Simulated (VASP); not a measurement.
Here is a VASP 6.6.1 calculation.

INCAR

```
ALGO = Normal
EDIFF = 1E-7
EDIFFG = -0.08
ENCUT = 520
GGA = PE
IBRION = 2
ISIF = 2
ISMEAR = -1
ISPIN = 2
IVDW = 12
KPAR = 2
LASPH = T
LCHARG = F
LORBIT = 11
LREAL = Auto
LWAVE = F
MAGMOM = 0 0 0 0 0 0 0 0 0 0 0 0 0 0 0 0 1
NELM = 150
NSW = 45
PREC = Accurate
SIGMA = 0.02
```

The input KPOINTS:

```
k-points
0
Gamma
  2 2 2
```

Contents of POSCAR:

```
Si16B
1.0
    0.0000000000      5.4300000000      5.4300000000
    5.4300000000      0.0000000000      5.4300000000
    5.4300000000      5.4300000000      0.0000000000
Si B
16 1
Direct
    0.0000000000      0.0000000000      0.0000000000
    0.1250000000      0.1250000000      0.1250000000
    0.0000000000      0.0000000000      0.5000000000
    0.1250000000      0.1250000000      0.6250000000
    0.0000000000      0.5000000000      0.0000000000
    0.1250000000      0.6250000000      0.1250000000
    0.0000000000      0.5000000000      0.5000000000
    0.1250000000      0.6250000000      0.6250000000
    0.5000000000      0.0000000000      0.0000000000
    0.6250000000      0.1250000000      0.1250000000
    0.5000000000      0.0000000000      0.5000000000
    0.6250000000      0.1250000000      0.6250000000
    0.5000000000      0.5000000000      0.0000000000
    0.6250000000      0.6250000000      0.1250000000
    0.5000000000      0.5000000000      0.5000000000
    0.6250000000      0.6250000000      0.6250000000
    0.8155240000      0.3085136000      0.8128735000
```

Potentials or basis: VASP PAW PBE potentials, release 64 (Si, B).

Run with:

```bash
$ cat potpaw_PBE.64/Si/POTCAR potpaw_PBE.64/B/POTCAR > POTCAR
$ mpirun -np 4 vasp_std > vasp.out
```

**Question.** Predict the energy gained by relaxing.

**Answer.** 8.6 meV/atom.

**Question.** Predict the dispersion energy per atom.

**Answer.** -0.313 eV.

**Question.** Predict the net moment.

**Answer.** 0.70 μB per cell.

Final structure:
```yaml
crystal:
  lattice:
    - [0.00000, 5.43000, 5.43000]
    - [5.43000, 0.00000, 5.43000]
    - [5.43000, 5.43000, 0.00000]
  atoms:
    - { symbol: Si, position: [0.00051, 0.00577, 0.00070] }
    - { symbol: Si, position: [0.12601, 0.12603, 0.12596] }
    - { symbol: Si, position: [0.99896, 0.99900, 0.49907] }
    - { symbol: Si, position: [0.11920, 0.12460, 0.62429] }
    - { symbol: Si, position: [0.99813, 0.49816, 0.99814] }
    - { symbol: Si, position: [0.12298, 0.62266, 0.12286] }
    - { symbol: Si, position: [0.00001, 0.50051, 0.50608] }
    - { symbol: Si, position: [0.12594, 0.62582, 0.62602] }
    - { symbol: Si, position: [0.49916, 0.99905, 0.99897] }
    - { symbol: Si, position: [0.62441, 0.12490, 0.11900] }
    - { symbol: Si, position: [0.50232, 0.00200, 0.50220] }
    - { symbol: Si, position: [0.62685, 0.12688, 0.62686] }
    - { symbol: Si, position: [0.50620, 0.50024, 0.99993] }
    - { symbol: Si, position: [0.62601, 0.62579, 0.12586] }
    - { symbol: Si, position: [0.49922, 0.49897, 0.49918] }
    - { symbol: Si, position: [0.62486, 0.61879, 0.62504] }
    - { symbol: B, position: [0.81475, 0.30934, 0.81271] }
```

Caveat: the k points lie up to 0.50 Å⁻¹ apart; a moment this small can come from the mesh or the smearing.
